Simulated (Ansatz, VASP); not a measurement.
One calculation of Si2W, two programs

```xyz
3
Lattice="-1.6069 1.6069 3.9150 1.6069 -1.6069 3.9150 1.6069 1.6069 -3.9150" Properties=species:S:1:pos:R:3 pbc="T T T"
W     0.0000    0.0000    0.0000
Si    0.0000    0.0000    5.2092
Si    0.0000    0.0000    2.6207
```

Alike in both runs: functional PBE; k mesh 12 × 12 × 12; occupations fermi-dirac, width 0.05 eV; no spin polarisation; Hubbard terms W d U = 5.0 eV.

|  | VASP | Ansatz |
| --- | --- | --- |
| version | VASP 6.6.1 | Ansatz 0.2.0 |
| potentials or method | VASP PAW PBE potentials, release 64 (W_sv, Si) | Ansatz PAW |
| plane-wave cutoff (eV) | 520 | 420 |
| valence electrons in the cell | 22 | 22 |
| task | single point | band structure |

VASP gave:

```
gap on the k mesh at the Fermi level (eV)                     : none
pressure (GPa)                                                : 8.2
traceless stress, the component that is largest in VASP (GPa) : -0.07
rms of the force components (eV/Å)                            : 0.005
```

Task: Estimate Ansatz's values.

Result: gap on the k mesh at the Fermi level (eV): none; pressure (GPa): 2.5; traceless stress, the component that is largest in VASP (GPa): -1.29; rms of the force components (eV/Å): 0.120.

The programs project onto different local orbitals, so the same U acts differently, and such runs can settle in different states. Atom by atom the forces differ by 0.125 eV/Å (rms over components). A gap of «none» marks a metal or a gap that the smearing closes.

Spin-orbit coupling is off throughout.
